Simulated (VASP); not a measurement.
# K4InP2 (R-3m) in VASP: a series of runs

The runs below take K4InP2 through single point, with PBEsol.

Program: VASP 6.6.1. These are calculated values, not measurements. Logs are shortened: lines on timing, memory, paths and dates and some standing lists are left out, and cuts for length are marked.

### Step 1. The cell of the first run

Symmetry: R-3m, No. 166, trigonal system. The conventional cell has a = 5.697 Å, b = 5.697 Å, c = 27.150 Å, α = 90.00°, β = 90.00°, γ = 120.00°. K (site symmetry 3m) has 3 P at 3.37 Å and 3 K at 3.68 Å and 3 In at 3.71 Å within 4.4 Å. K (site symmetry 3m) has 4 P at 3.27 to 3.42 Å and 6 K at 3.68 to 4.03 Å within 4.3 Å. Within 3.2 Å of In (site symmetry -3m) lie 2 P at 2.42 Å. Within 3.5 Å of P (site symmetry 3m) lie 1 In at 2.42 Å and 7 K at 3.27 to 3.42 Å.

### Step 2. Single point, PBEsol

INCAR

```
  ALGO = Normal
  EDIFF = 1E-6
  ENCUT = 520
  GGA = PS
  ISIF = 2
  ISMEAR = 0
  LASPH = True
  LCHARG = True
  LELF = True
  LREAL = False
  LVHAR = True
  LWAVE = False
  NBANDS = 38
  NELM = 60
  PREC = Accurate
  SIGMA = 0.0139
```

KPOINTS

```
k-points
0
Gamma
  4 4 4
```

POSCAR

```
K4InP2
1.0
    2.8486058633      4.9339300860     -0.0000010065
   -2.8486058633      4.9339300860     -0.0000010065
    0.0000000000     -3.2892848778      9.0501023166
K In P
4 1 2
Direct
    0.3963855894      0.3963855894      0.1891567682
    0.6036144106      0.6036144106      0.8108432318
    0.2096549318      0.2096549318      0.6289647955
    0.7903450682      0.7903450682      0.3710352045
    0.0000000000      0.0000000000      0.0000000000
    0.0892350327      0.0892350327      0.2677050981
    0.9107649673      0.9107649673      0.7322949019
```

Potentials or basis: VASP PAW PBE potentials, release 64 (K_sv, In_d, P).

Run with:

```bash
> cat potpaw_PBE.64/K_sv/POTCAR potpaw_PBE.64/In_d/POTCAR potpaw_PBE.64/P/POTCAR > POTCAR
> mpirun -np 1 vasp_std > vasp.out
```

OUTCAR:

```text
EDIFF = 1E-6
   ENCUT = 520
   GGA = PS
   ISIF = 2
   ISMEAR = 0
   LASPH = True
   LREAL = False
   NELM = 60
   PREC = Accurate

 ion  position               nearest neighbor table
   1  0.396  0.396  0.189-   6 3.37   6 3.37   6 3.37   4 3.68   4 3.68   4 3.68   5 3.71   5 3.71
                             5 3.71
   2  0.604  0.604  0.811-   7 3.37   7 3.37   7 3.37   3 3.68   3 3.68   3 3.68   5 3.71   5 3.71
                             5 3.71
   3  0.210  0.210  0.629-   6 3.27   2 3.68   2 3.68   2 3.68
   4  0.790  0.790  0.371-   7 3.27   1 3.68   1 3.68   1 3.68
   5  0.000  0.000  0.000-   6 2.42   7 2.42   2 3.71   2 3.71   1 3.71   1 3.71   1 3.71   2 3.71

   6  0.089  0.089  0.268-   5 2.42   3 3.27   1 3.37   1 3.37   1 3.37
   7  0.911  0.911  0.732-   5 2.42   4 3.27   2 3.37   2 3.37   2 3.37

  LATTYP: Found a trigonal (rhomboedric) cell.
 ALAT       =     9.6293170551
 COS(alpha) =     0.8249735234

  Lattice vectors:

 A1 = (  -2.8486058633,   1.6446452082,   9.0501013101)
 A2 = (   0.0000000000,  -3.2892848778,   9.0501023166)
 A3 = (   2.8486058633,   1.6446452082,   9.0501013101)

Analysis of symmetry for initial positions (statically):
=====================================================================
 Subroutine PRICEL returns:
 Original cell was already a primitive cell.

 Routine SETGRP: Setting up the symmetry group for a
 trigonal (rhombohedral) supercell.

 Subroutine GETGRP returns: Found 12 space group operations
 (whereof 12 operations were pure point group operations)
 out of a pool of 12 trial point group operations.

The static configuration has the point symmetry D_3d.

Analysis of symmetry for dynamics (positions and initial velocities):
=====================================================================
 Subroutine PRICEL returns:
 Original cell was already a primitive cell.

 Routine SETGRP: Setting up the symmetry group for a
 trigonal (rhombohedral) supercell.

 Subroutine GETGRP returns: Found 12 space group operations
 (whereof 12 operations were pure point group operations)
 out of a pool of 12 trial point group operations.

The dynamic configuration has the point symmetry D_3d.

 Subroutine INISYM returns: Found 12 space group operations
 (whereof 12 operations are pure point group operations),
 and found     1 'primitive' translations

----------------------------------------------------------------------------------------

                                     Primitive cell

  volume of cell :     254.3951

  direct lattice vectors                    reciprocal lattice vectors
     2.848605863  4.933930086 -0.000001007     0.175524458  0.101339101  0.036831978
    -2.848605863  4.933930086 -0.000001007    -0.175524458  0.101339101  0.036831978
     0.000000000 -3.289284878  9.050102317     0.000000000  0.000000023  0.110495997

  length of vectors
     5.697211727  5.697211727  9.629317055     0.205997678  0.205997678  0.110495997

  position of ions in fractional coordinates (direct lattice)
     0.396385589  0.396385589  0.189156768
     0.603614411  0.603614411  0.810843232
     0.209654932  0.209654932  0.628964795
     0.790345068  0.790345068  0.371035204
     0.000000000  0.000000000  0.000000000
     0.089235033  0.089235033  0.267705098
     0.910764967  0.910764967  0.732294902

  ion indices of the primitive-cell ions
   primitive index   ion index
                 1           1
                 2           2
                 3           3
                 4           4
                 5           5
                 6           6
                 7           7

----------------------------------------------------------------------------------------

 KPOINTS: k-points

Automatic generation of k-mesh.
 Grid dimensions read from file:
 generate k-points for:    4    4    4

 Generating k-lattice:

  Cartesian coordinates                     Fractional coordinates (reciprocal lattice)
     0.043881114  0.025334775  0.009207995     0.250000000  0.000000000  0.000000000
    -0.043881114  0.025334775  0.009207995     0.000000000  0.250000000  0.000000000
     0.000000000  0.000000006  0.027623999     0.000000000  0.000000000  0.250000000

  Length of vectors
     0.051499419  0.051499419  0.027623999

  Shift w.r.t. Gamma in fractional coordinates (k-lattice)
     0.000000000  0.000000000  0.000000000

 Subroutine IBZKPT returns following result:
 ===========================================

 Found     13 irreducible k-points:

 Following reciprocal coordinates:
            Coordinates               Weight
  0.000000  0.000000  0.000000      1.000000
  0.250000 -0.000000  0.000000      6.000000
  0.500000 -0.000000  0.000000      3.000000
  0.250000  0.250000  0.000000      6.000000
  0.500000  0.250000  0.000000     12.000000
 -0.250000  0.250000  0.000000      6.000000
  0.500000  0.500000  0.000000      3.000000
  0.000000  0.000000  0.250000      2.000000
  0.250000 -0.000000  0.250000      6.000000
  0.500000  0.000000  0.250000      6.000000
  0.250000  0.250000  0.250000      6.000000
  0.500000  0.250000  0.250000      6.000000
  0.000000  0.000000  0.500000      1.000000
   k-points           NKPTS =     13   k-points in BZ     NKDIM =     13   number of bands    NBANDS=     38
   number of dos      NEDOS =    301   number of ions     NIONS =      7
   total plane-waves  NPLWV = 127008
   dimension x,y,z NGX =    42 NGY =   42 NGZ =   72
   dimension x,y,z NGXF=    84 NGYF=   84 NGZF=  144
   ions per type =               4   1   2
   NGX,Y,Z   is equivalent  to a cutoff of  12.26, 12.26, 12.43 a.u.
   NGXF,Y,Z  is equivalent  to a cutoff of  24.51, 24.51, 24.86 a.u.
 SYSTEM =  unknown system
   PREC   = accura    normal or accurate (medium, high low for compatibility)
   ISTART =      0    job   : 0-new  1-cont  2-samecut
   ICHARG =      2    charge: 1-file 2-atom 10-const
   ISPIN  =      1    spin polarized calculation?
   LNONCOLLINEAR =      F non collinear calculations
   LSORBIT =      F    spin-orbit coupling
   LASPH  =      T    aspherical Exc in radial PAW
   ENCUT  =  520.0 eV  38.22 Ry    6.18 a.u.  10.59 10.59 17.90*2*pi/ulx,y,z
   NELM   =     60;   NELMIN=  2; NELMDL= -5     # of ELM steps
   EDIFF  = 0.1E-05   stopping-criterion for ELM
   LREAL  =      F    real-space projection
   EDIFFG = 0.1E-04   stopping-criterion for IOM
   NSW    =      0    number of steps for IOM
   IBRION =     -1    ionic relax: 0-MD 1-quasi-New 2-CG
   NFREE  =      0    steps in history (QN), initial steepest desc. (CG)
   ISIF   =      2    stress and relaxation
   ISYM   =      2    0-nonsym 1-usesym 2-fastsym
   POTIM  = 0.5000    time-step for ionic-motion
   TEBEG  =    0.0;   TEEND  =   0.0 temperature during run
   PSTRESS=    0.0 pullay stress
   NELECT =      59.0000    total number of electrons
   NUPDOWN=      -1.0000    fix difference up-down
   EMIN   =  10.00;   EMAX   =-10.00  energy-range for DOS
   EFERMI =   0.00;   METHOD = LEGACY
   ISMEAR =     0;   SIGMA  =   0.01  broadening in eV -4-tet -1-fermi 0-gaus
   EFERMI_NEDOS =   21; number of points for ismear=-14 and -15
   IALGO  =     38    algorithm
   IMIX   =      4    mixing-type and parameters
     AMIX     =   0.40;   BMIX     =  1.00
     AMIX_MAG =   1.60;   BMIX_MAG =  1.00
  volume/ion in A,a.u.               =      36.34       245.25
  Fermi-wavevector in a.u.,A,eV,Ry     =   1.005825  1.900734 13.764804  1.011685
  Thomas-Fermi vector in A             =   2.138529
   LORBIT       =      0    0 simple, 1 ext, 2 COOP (PROOUT), +10 PAW based schemes
   GGA     = PS    functional components
   LHFCALC =     F    Hartree Fock is set to
   AEXX    =    0.0000 exact exchange contribution
   IVDW    =     0    specifies the selected vdW correction
   LEPSILON=     F    determine dielectric tensor
   LRPA    =     F    only Hartree local field effects (RPA)
 non-spin polarized calculation
 Gauss-broadening in eV      SIGMA  =   0.01
  energy-cutoff  :      520.00
  volume of cell :      254.40
 maximum number of plane-waves:      6871
   NGX = 21   NGY = 21   NGZ = 35

 number of electron      58.9999998 magnetization

 Free energy of the ion-electron system (eV)
  ---------------------------------------------------
  ext. energy  EPLUGINS =         0.00000000
  ---------------------------------------------------
  free energy    TOTEN  =       -20.65768950 eV

  energy without entropy =      -20.65674811  energy(sigma->0) =      -20.65721881

 E-fermi :   2.2667     XC(G=0):  -7.6141

 val. band max:        2.2387863942   @ k =   0.2500   0.2500   0.0000
 cond. band min:       2.2761865409   @ k =   0.5000   0.2500   0.0000
 fundamental gap:      0.0374001466
 Fermi energy:         2.2667058069

 k-point     1 :       0.0000    0.0000    0.0000
  band No.  band energies     occupation
      1     -29.2727      2.00000
      2     -29.2651      2.00000
      3     -29.2267      2.00000
      4     -29.2168      2.00000
      5     -13.2778      2.00000
      6     -13.0753      2.00000
[... 30 lines left out ...]
     37       5.1140      0.00000
     38       5.8575      0.00000

 k-point     2 :       0.2500   -0.0000    0.0000
  band No.  band energies     occupation
      1     -29.2659      2.00000
      2     -29.2608      2.00000
      3     -29.2310      2.00000
      4     -29.2233      2.00000
      5     -13.2788      2.00000
      6     -13.0683      2.00000
[... 30 lines left out ...]
     37       5.2877      0.00000
     38       5.5339      0.00000

 k-point     3 :       0.5000   -0.0000    0.0000
  band No.  band energies     occupation
      1     -29.2552      2.00000
      2     -29.2552      2.00000
      3     -29.2374      2.00000
      4     -29.2328      2.00000
      5     -13.2808      2.00000
      6     -13.0640      2.00000
[... 30 lines left out ...]
     37       5.3704      0.00000
     38       6.3628      0.00000

 k-point     4 :       0.2500    0.2500    0.0000
  band No.  band energies     occupation
      1     -29.2658      2.00000
      2     -29.2609      2.00000
      3     -29.2310      2.00000
      4     -29.2233      2.00000
      5     -13.2796      2.00000
      6     -13.0686      2.00000
[... 30 lines left out ...]
     37       5.4057      0.00000
     38       5.5932      0.00000
[... 252 lines left out ...]
      4     -29.2234      2.00000
      5     -13.2815      2.00000
      6     -13.0698      2.00000
[... 30 lines left out ...]
     37       5.4940      0.00000
     38       5.6657      0.00000

 k-point    12 :       0.5000    0.2500    0.2500
  band No.  band energies     occupation
      1     -29.2554      2.00000
      2     -29.2550      2.00000
      3     -29.2372      2.00000
      4     -29.2330      2.00000
      5     -13.2836      2.00000
      6     -13.0611      2.00000
[... 30 lines left out ...]
     37       5.5242      0.00000
     38       5.9472      0.00000

 k-point    13 :       0.0000    0.0000    0.5000
  band No.  band energies     occupation
      1     -29.2714      2.00000
      2     -29.2666      2.00000
      3     -29.2261      2.00000
      4     -29.2171      2.00000
      5     -13.2803      2.00000
      6     -13.0749      2.00000
[... 30 lines left out ...]
     37       5.1396      0.00000
     38       5.6174      0.00000

------------------------ aborting loop because EDIFF is reached ----------------------------------------

  FORCE on cell =-STRESS in cart. coord.  units (eV):
  Direction    XX          YY          ZZ          XY          YZ          ZX
  --------------------------------------------------------------------------------------
  -------------------------------------------------------------------------------------
  Total        0.0286032      0.0286032     -0.0956592      0.0000000     -0.0000000      0.0000000
  in kB        0.1801428      0.1801428     -0.6024607      0.0000000     -0.0000002      0.0000000
  external PRESSURE =      -0.0807250 kB  Pullay stress =       0.0000000 kB

 VOLUME and BASIS-vectors are now :
 -----------------------------------------------------------------------------
  energy-cutoff  :      520.00
  volume of cell :      254.40
      direct lattice vectors                 reciprocal lattice vectors
     2.848605863  4.933930086 -0.000001007     0.175524458  0.101339101  0.036831978
    -2.848605863  4.933930086 -0.000001007    -0.175524458  0.101339101  0.036831978
     0.000000000 -3.289284878  9.050102317     0.000000000  0.000000023  0.110495997

 POSITION                                       TOTAL-FORCE (eV/Angst)
 -----------------------------------------------------------------------------------
      0.00000      3.28929      1.71189         0.000000      0.000000      0.000930
      0.00000      3.28929      7.33821         0.000000     -0.000000     -0.000930
      0.00000      0.00000      5.69220         0.000000      0.000000      0.004556
      0.00000      6.57857      3.35790         0.000000     -0.000000     -0.004556
      0.00000      0.00000      0.00000         0.000000     -0.000000      0.000000
      0.00000      0.00000      2.42276         0.000000     -0.000000     -0.020521
      0.00000      6.57857      6.62734         0.000000      0.000000      0.020521
 -----------------------------------------------------------------------------------
    total drift:                               -0.000000     -0.000000      0.000000

  FREE ENERGIE OF THE ION-ELECTRON SYSTEM (eV)
  ---------------------------------------------------
  free  energy   TOTEN  =       -20.6576895001 eV

  energy  without entropy=      -20.6567481130  energy(sigma->0) =      -20.65721881
```

Run time: 2.9 min. Hardware: 1 thread of Intel Xeon Platinum 8259CL at 2.50GHz (Skylake/Cascade Lake), shared host; peak memory 0.41 GiB.

Results:

| Property | Result |
| --- | --- |
| Free energy | -20.6577 eV |
| Pressure | 0.0 GPa |
| Largest force | 0.021 eV/Å |
| Band gap on the k mesh | zero (an odd number of electrons rules out a gap without spin polarisation) |

Forces on the atoms (eV/Å):
```
K    0.000  0.000  0.001
K    0.000  0.000 -0.001
K    0.000  0.000  0.005
K    0.000  0.000 -0.005
In   0.000  0.000  0.000
P    0.000  0.000 -0.021
P    0.000  0.000  0.021
```

Caveat: the PAW data sets were made with another functional, which shifts forces and pressure a little; spin-orbit coupling is left out, which moves the levels of the heavy elements.

### Step 3. Single point, PBEsol

INCAR

```
  ALGO = Normal
  EDIFF = 1E-6
  ENCUT = 520
  GGA = PS
  ISIF = 2
  ISMEAR = 0
  LASPH = T
  LCHARG = F
  LREAL = F
  LWAVE = F
  NBANDS = 38
  NELM = 60
  PREC = Accurate
  SIGMA = 0.0139
```

KPOINTS is that of step 2.

POSCAR

```
K4InP2
1.0
    2.8486135357      4.9339433750     -0.0000010065
   -2.8486135357      4.9339433750     -0.0000010065
    0.0000000000     -3.2892937371      9.0501153520
K In P
4 1 2
Direct
    0.3963869074      0.3963869074      0.1891607223
    0.6036130926      0.6036130926      0.8108392777
    0.2096539883      0.2096539883      0.6289619650
    0.7903460117      0.7903460117      0.3710380350
    0.0000000000      0.0000000000      0.0000000000
    0.0892350642      0.0892350642      0.2677051925
    0.9107649358      0.9107649358      0.7322948075
```

Potentials or basis: VASP PAW PBE potentials, release 64 (K_sv, In_d, P).

Run with:

```bash
> cat potpaw_PBE.64/K_sv/POTCAR potpaw_PBE.64/In_d/POTCAR potpaw_PBE.64/P/POTCAR > POTCAR
> mpirun -np 1 vasp_std > vasp.out
```

OUTCAR:

```text
EDIFF = 1E-6
   ENCUT = 520
   GGA = PS
   ISIF = 2
   ISMEAR = 0
   LASPH = T
   LREAL = F
   NELM = 60
   PREC = Accurate

 ion  position               nearest neighbor table
   1  0.396  0.396  0.189-   6 3.37   6 3.37   6 3.37   4 3.68   4 3.68   4 3.68   5 3.71   5 3.71
                             5 3.71
   2  0.604  0.604  0.811-   7 3.37   7 3.37   7 3.37   3 3.68   3 3.68   3 3.68   5 3.71   5 3.71
                             5 3.71
   3  0.210  0.210  0.629-   6 3.27   2 3.68   2 3.68   2 3.68
   4  0.790  0.790  0.371-   7 3.27   1 3.68   1 3.68   1 3.68
[... 733 lines left out ...]
  Total        0.0284234      0.0284234     -0.0958850      0.0000000     -0.0000000     -0.0000000
  in kB        0.1790088      0.1790088     -0.6038782      0.0000000     -0.0000002     -0.0000000
  external PRESSURE =      -0.0819535 kB  Pullay stress =       0.0000000 kB

 VOLUME and BASIS-vectors are now :
 -----------------------------------------------------------------------------
  energy-cutoff  :      520.00
  volume of cell :      254.40
      direct lattice vectors                 reciprocal lattice vectors
     2.848613536  4.933943375 -0.000001007     0.175523985  0.101338828  0.036831925
    -2.848613536  4.933943375 -0.000001007    -0.175523985  0.101338828  0.036831925
     0.000000000 -3.289293737  9.050115352     0.000000000  0.000000023  0.110495837

 POSITION                                       TOTAL-FORCE (eV/Angst)
 -----------------------------------------------------------------------------------
      0.00000      3.28930      1.71193         0.000000      0.000000      0.000899
      0.00000      3.28930      7.33819         0.000000     -0.000000     -0.000899
      0.00000      0.00000      5.69218         0.000000      0.000000      0.004592
      0.00000      6.57859      3.35794         0.000000     -0.000000     -0.004592
      0.00000      0.00000      0.00000         0.000000      0.000000      0.000000
      0.00000      0.00000      2.42276         0.000000     -0.000000     -0.020554
      0.00000      6.57859      6.62735         0.000000      0.000000      0.020554
 -----------------------------------------------------------------------------------
    total drift:                                0.000000      0.000000      0.000000

  FREE ENERGIE OF THE ION-ELECTRON SYSTEM (eV)
  ---------------------------------------------------
  free  energy   TOTEN  =       -20.6576892867 eV

  energy  without entropy=      -20.6567480052  energy(sigma->0) =      -20.65721865
```

OSZICAR:

```text
N       E                     dE             d eps       ncg     rms          rms(c)
DAV:   1     0.499964075094E+03    0.49996E+03   -0.25759E+04   988   0.139E+03
DAV:   2     0.295400857333E+02   -0.47042E+03   -0.45518E+03  1078   0.399E+02
DAV:   3    -0.205095938998E+02   -0.50050E+02   -0.49553E+02  1432   0.127E+02
DAV:   4    -0.229535793665E+02   -0.24440E+01   -0.24278E+01  1376   0.288E+01
DAV:   5    -0.231933432311E+02   -0.23976E+00   -0.23952E+00  1784   0.615E+00    0.863E+00
DAV:   6    -0.207523952016E+02    0.24409E+01   -0.77096E+00  1250   0.138E+01    0.662E+00
DAV:   7    -0.206790801543E+02    0.73315E-01   -0.11123E+00  1252   0.334E+00    0.411E+00
DAV:   8    -0.206614270440E+02    0.17653E-01   -0.22232E-01  1616   0.229E+00    0.104E+00
DAV:   9    -0.206563530587E+02    0.50740E-02   -0.54308E-02  1410   0.970E-01    0.342E-01
DAV:  10    -0.206576193641E+02   -0.12663E-02   -0.81167E-03  1584   0.370E-01    0.133E-01
DAV:  11    -0.206576500772E+02   -0.30713E-04   -0.11639E-03  1546   0.168E-01    0.400E-02
DAV:  12    -0.206576875379E+02   -0.37461E-04   -0.30543E-04  1464   0.747E-02    0.269E-02
DAV:  13    -0.206576892053E+02   -0.16674E-05   -0.41751E-05  1378   0.363E-02    0.922E-03
DAV:  14    -0.206576892867E+02   -0.81356E-07   -0.48548E-06  1056   0.119E-02
   1 F= -.20657689E+02 E0= -.20657219E+02  d E =-.941281E-03
```

It took 2.7 min on 1 thread of Intel Xeon Platinum 8259CL at 2.50GHz (Skylake/Cascade Lake), shared host; peak memory 0.41 GiB.

What came out:

```
Free energy            : -20.6577 eV
Pressure               : 0.0 GPa
Largest force          : 0.021 eV/Å
Band gap on the k mesh : zero (an odd number of electrons rules out a gap without spin polarisation)
```

Forces on the atoms (eV/Å):
```
K    0.000  0.000  0.001
K    0.000  0.000 -0.001
K    0.000  0.000  0.005
K    0.000  0.000 -0.005
In   0.000  0.000  0.000
P    0.000  0.000 -0.021
P    0.000  0.000  0.021
```

Caveat: the PAW data sets were made with another functional, which shifts forces and pressure a little; spin-orbit coupling is left out, which moves the levels of the heavy elements.
